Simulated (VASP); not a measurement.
Input of a VASP 6.6.1 run:

File INCAR:

```
SYSTEM = SiC
PREC     = Accurate       ! precision mode
ENCUT    = 600            ! plane-wave cutoff, eV
EDIFF    = 1E-6           ! SCF threshold, eV
ISMEAR   = 0              ! smearing method
SIGMA    = 0.02           ! smearing width, eV
LREAL    = .False.        ! projectors in reciprocal space
LASPH    = .True.         ! aspherical terms in the spheres
NELM     = 60             ! most SCF steps
ALGO     = Normal         ! electronic algorithm
ISIF     = 3              ! what is computed and relaxed
LWAVE    = .False.        ! write WAVECAR
LCHARG   = .False.        ! write CHGCAR
GGA      = PE             ! functional
IBRION   = 2              ! ionic algorithm
NSW      = 100            ! ionic steps
EDIFFG   = -0.01          ! ionic threshold
```

File KPOINTS:

```
regular mesh
0
Gamma
  10 10 10
  0 0 0
```

File POSCAR:

```
SiC
1.0
    0.0000000000      2.1895502366      2.1895502366
    2.1895502366      0.0000000000      2.1895502366
    2.1895502366      2.1895502366      0.0000000000
Si C
1 1
Direct
    0.0000000000      0.0000000000      0.0000000000
    0.7500000000      0.7500000000      0.7500000000
```

Potentials or basis: VASP PAW PBE potentials, release 64 (Si, C).

The run is started by

```bash
$ cat potpaw_PBE.64/Si/POTCAR potpaw_PBE.64/C/POTCAR > POTCAR
$ mpirun -np 1 vasp_std > vasp.out
```

Question: What does it give for the band gap on the k mesh?

Answer: 1.37 eV, indirect (least direct gap 4.53 eV).

Final structure:
```
Si C
1.0
     0.00000    2.18955    2.18955
     2.18955    0.00000    2.18955
     2.18955    2.18955    0.00000
Si C
1 1
Direct
  0.00000 0.00000 0.00000
  0.75000 0.75000 0.75000
```

Caveat: the relaxation stopped at its first step, so nothing moved. PBE gaps usually lie below the measured ones, often by a third to a half.
